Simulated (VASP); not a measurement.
Set up this calculation in VASP 6.6.1, as the native input.

```yaml
Task: relaxation of cell and atoms
Functional: LDA
Potentials_or_basis: VASP PAW LDA potentials, release 64 (Ni, Si)
Cutoff: 600 eV
k_mesh: 9 × 8 × 6
Occupations: fermi-dirac, width 0.05 eV
Spin: collinear spin, ferromagnetic start
Starting_moments: "[1.0, 1.0, 0.0, 0.0] μB"
Dipole_correction: no
Further_INCAR_settings: ALGO = Normal; EDIFF = 1e-06; IBRION = 2; EDIFFG = -0.01; NSW = 60; ISIF = 3
```

The structure of SiNi lies in POSCAR:

```
SiNi
1.0
    2.9427706600      0.0000000000      0.0000000000
    0.0000000000      3.2803255400      0.0000000000
    0.0000000000      0.0000000000      4.6774467600
Ni Si
2 2
Direct
    0.5000000000      0.5000000000      0.3424955900
    0.0000000000      0.0000000000      0.6575044100
    0.5000000000      0.5000000000      0.8431431600
    0.0000000000      0.0000000000      0.1568568400
```

One way to write it, as run:

INCAR

```
SYSTEM = SiNi
PREC = Accurate ; ENCUT = 600
EDIFF = 1E-6 ; ISMEAR = -1
SIGMA = 0.05 ; LREAL = .FALSE.
LASPH = .TRUE. ; NELM = 150
ALGO = Normal ; ISIF = 3
LWAVE = .FALSE. ; LCHARG = .FALSE.
ISPIN = 2 ; MAGMOM = 1 1 0 0
LORBIT = 11 ; LMAXMIX = 4
IBRION = 2 ; NSW = 60
EDIFFG = -0.01
```

KPOINTS

```
regular mesh
0
G
  9 8 6
  0 0 0
```

Potentials or basis: VASP PAW LDA potentials, release 64 (Ni, Si).

Launch:

```bash
$ cat potpaw_LDA.64/Ni/POTCAR potpaw_LDA.64/Si/POTCAR > POTCAR
$ mpirun -np 1 vasp_std > vasp.out
```

It gave:

```json
{
 "Relaxed volume": "11.05 Å³/atom",
 "Relaxed cell": "a = 2.927 Å, b = 3.262 Å, c = 4.628 Å, α = 90.00°, β = 90.00°, γ = 90.00°",
 "Space group after relaxing (to 0.1 Å)": "Pmmn (No. 59)",
 "Energy gained by relaxing": "4.5 meV/atom",
 "Ionic steps": "11",
 "Pressure after relaxing": "0.0 GPa",
 "Largest force after relaxing": "0.004 eV/Å",
 "Band gap on the k mesh": "zero (filled and empty bands overlap)",
 "Net moment": "0.00 μB per cell",
 "Valence electrons inside the program's atomic spheres": "Ni 9.67; Si 1.64"
}
```

Run time: 12 min on 1 thread of Oxide Virtual Turin-like Processor (shared host), peak memory 0.25 GiB.
